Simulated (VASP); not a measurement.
A run of VASP 6.6.1 is set up as follows.

The input INCAR:

```
PREC     = Accurate       # precision mode
ENCUT    = 520            # plane-wave cutoff, eV
EDIFF    = 1E-6           # SCF threshold, eV
ISMEAR   = 0              # smearing method
SIGMA    = 0.1            # smearing width, eV
LREAL    = F              # projectors in reciprocal space
LASPH    = T              # aspherical terms in the spheres
NELM     = 100            # most SCF steps
ALGO     = Fast           # electronic algorithm
ISIF     = 2              # what is computed and relaxed
LWAVE    = F              # write WAVECAR
LCHARG   = F              # write CHGCAR
GGA      = PE             # functional
NBANDS   = 26             # bands
```

Contents of KPOINTS:

```
Automatic mesh
0
Gamma
  6 6 6
```

POSCAR

```
TiTl2
1.0
   -1.9262233386      1.9262233386      4.7252666276
    1.9262233386     -1.9262233386      4.7252666276
    1.9262233386      1.9262233386     -4.7252666276
Ti Tl
1 2
Direct
    0.0000000000      0.0000000000      0.0000000000
    0.6650000000      0.6650000000      0.0000000000
    0.3350000000      0.3350000000      0.0000000000
```

Potentials or basis: VASP PAW PBE potentials, release 64 (Ti_sv, Tl_d).

The run is started by

```console
$ cat potpaw_PBE.64/Ti_sv/POTCAR potpaw_PBE.64/Tl_d/POTCAR > POTCAR
$ mpirun -np 1 vasp_std > vasp.out
```

Question: What does it give for the largest force?

Answer: 0.047 eV/Å.

Question: Estimate the band gap on the k mesh.

Answer: Zero (bands 19 and 20 overlap by 0.79 eV).

Question: Estimate the pressure.

Answer: 0.9 GPa.

Stress tensor (GPa, compression positive):
```
-0.94  0.00  0.00
 0.00 -0.94  0.00
 0.00  0.00  4.43
```

Caveat: the stress differs along the axes, from -1 to 4 GPa; spin-orbit coupling is left out, which moves the levels of the heavy elements.
